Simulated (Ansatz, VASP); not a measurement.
**Ga3O2 in VASP and in Ansatz**

The input INCAR:

```
ALGO = Normal
EDIFF = 1E-7
EDIFFG = -0.04
ENCUT = 600
GGA = PE
IBRION = 2
ISIF = 3
ISMEAR = 0
LASPH = T
LCHARG = F
LREAL = F
LWAVE = F
NELM = 100
NSW = 90
PREC = Accurate
SIGMA = 0.1
```

File KPOINTS:

```
k-points
0
Gamma
  4 4 4
```

POSCAR

```
Ga3O2
1.0
    3.8656899400      0.0000000000      0.0000000000
    0.0000000000      3.8656899400      0.0000000000
    0.0000000000      0.0000000000      6.0035560100
Ga O
3 2
Direct
    0.0000000000      0.0000000000      0.6474508500
    0.0000000000      0.0000000000      0.3525491500
    0.5000000000      0.5000000000      0.5000000000
    0.0000000000      0.0000000000      0.1250947700
    0.0000000000      0.0000000000      0.8749052300
```

Input for Ansatz:

```yaml
crystal:
  lattice:
    - [3.86568994, 0.0, 0.0]
    - [0.0, 3.86568994, 0.0]
    - [0.0, 0.0, 6.00355601]
  atoms:
    - { symbol: Ga, position: [0.0, 0.0, 0.64745085] }
    - { symbol: Ga, position: [0.0, 0.0, 0.35254915] }
    - { symbol: Ga, position: [0.5, 0.5, 0.5] }
    - { symbol: O, position: [0.0, 0.0, 0.12509477] }
    - { symbol: O, position: [0.0, 0.0, 0.87490523] }
basis:
  ecutwfc: 420
kpoints:
  mp_grid: { grid: [4, 4, 4] }
hamiltonian:
  xc: pbe
scf:
  occupations: { method: gaussian, width: 0.1 }
  lower_state_search: "off"
output:
  forces: true
  stress: true
  eigenvalues: true
relax:
  adjacent_minimum: "off"
  f_tol: 0.04
  max_steps: 70
  cell: { stress_tol: 0.4 }
```

Alike in both runs: task relaxation of cell and atoms; functional PBE; k mesh 4 × 4 × 4; occupations gaussian, width 0.1 eV; no spin polarisation.

```csv
,VASP,Ansatz
version,VASP 6.6.1,Ansatz 0.2.0
potentials or method,"VASP PAW PBE potentials, release 64 (Ga_d, O), cutoff 600 eV","scalar-relativistic, plane waves, PAW"
valence electrons in the cell,51,51
```

VASP gave:

- gap on the k mesh at the Fermi level, each at its own relaxed structure (eV): none
- relaxed volume (Å³/atom): 19.20
- relaxed cell length with the largest relative difference (Å): 8.045

Task: Which values does Ansatz return?

Result: gap on the k mesh at the Fermi level, each at its own relaxed structure (eV): none; relaxed volume (Å³/atom): 19.40; relaxed cell length with the largest relative difference (Å): 8.077.

A gap of «none» marks a metal or a gap that the smearing closes.

The k mesh is coarse, so the values compare programs but aren't converged.
